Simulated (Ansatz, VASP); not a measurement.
This is a calculation of Ni for VASP 6.6.1.

File INCAR:

```
SYSTEM = Ni
ALGO     = Normal         ! electronic algorithm
EDIFF    = 1E-6           ! SCF threshold, eV
ENCUT    = 600            ! plane-wave cutoff, eV
GGA      = PS             ! functional
GGA_COMPAT= .False.      
ISIF     = 2              ! what is computed and relaxed
ISMEAR   = -1             ! smearing method
ISPIN    = 2              ! spin polarisation
LASPH    = .True.         ! aspherical terms in the spheres
LCHARG   = .True.         ! write CHGCAR
LELF     = .True.         ! ELF
LMAXMIX  = 4              ! l up to which the mixer works
LORBIT   = 11             ! projections on sites
LREAL    = .False.        ! projectors in reciprocal space
LVHAR    = .True.       
LWAVE    = .False.        ! write WAVECAR
MAGMOM   = 0.83           ! initial moments
NBANDS   = 15             ! bands
NELM     = 200            ! most SCF steps
PREC     = Accurate       ! precision mode
SIGMA    = 0.05           ! smearing width, eV
```

File KPOINTS:

```
k-points
0
Gamma
  13 13 13
  0 0 0
```

The input POSCAR:

```
Ni
1.0
    0.0000000000      1.7375729330      1.7375729330
    1.7375729330      0.0000000000      1.7375729330
    1.7375729330      1.7375729330      0.0000000000
Ni
1
Direct
    0.0000000000      0.0000000000      0.0000000000
```

Potentials or basis: VASP PAW PBE potentials, release 64 (Ni).

Command:

```sh
$ cat potpaw_PBE.64/Ni/POTCAR > POTCAR
$ mpirun -np 1 vasp_std > vasp.out
```

**Question.** Set up the same calculation for Ansatz 0.2.0. Potentials there: Ansatz PAW.

**Answer.** As run (the cutoff follows the program's own potentials):

The input input.yaml:

```yaml
crystal:
  lattice:
    - [0.0, 1.737572933, 1.737572933]
    - [1.737572933, 0.0, 1.737572933]
    - [1.737572933, 1.737572933, 0.0]
  atoms:
    - { symbol: Ni, position: [0.0, 0.0, 0.0], spin: 0.83 }
hamiltonian:
  xc: pbesol
  pseudopotentials: { kind: paw }
magnetization:
  spin_polarized: true
kpoints:
  mp_grid: { grid: [13, 13, 13] }
scf:
  occupations: { method: fermi_dirac, width: 0.05 }
output:
  forces: true
  stress: true
  eigenvalues: true
```

Potentials or basis: Ansatz PAW.

Launch:

```console
$ ansatz run input.yaml --threads 2 --pin off --max-ram 5632MiB --backend cpu --events-out ev --progress --plain --runs-dir out
```

Both were run:

|  | VASP | Ansatz | Ansatz less VASP |
| --- | --- | --- | --- |
| gap on the k mesh at the Fermi level (eV) | none | none | - |
| pressure (GPa) | -2.5 | -2.4 | +0.13 |
| net moment per atom (μB) | 0.62 | 0.63 | +0.006 |
| size of the moment on the site where the two differ most (μB) | 0.63 | 0.66 | +0.033 |

VASP's potentials were made for PBE, not for PBEsol. Site moments also hang on the region over which each program counts them. A gap of «none» marks a metal or a gap that the smearing closes. VASP's potentials hold 10 valence electrons a cell and Ansatz's 18, so a difference there can come from the potentials and not from the codes.
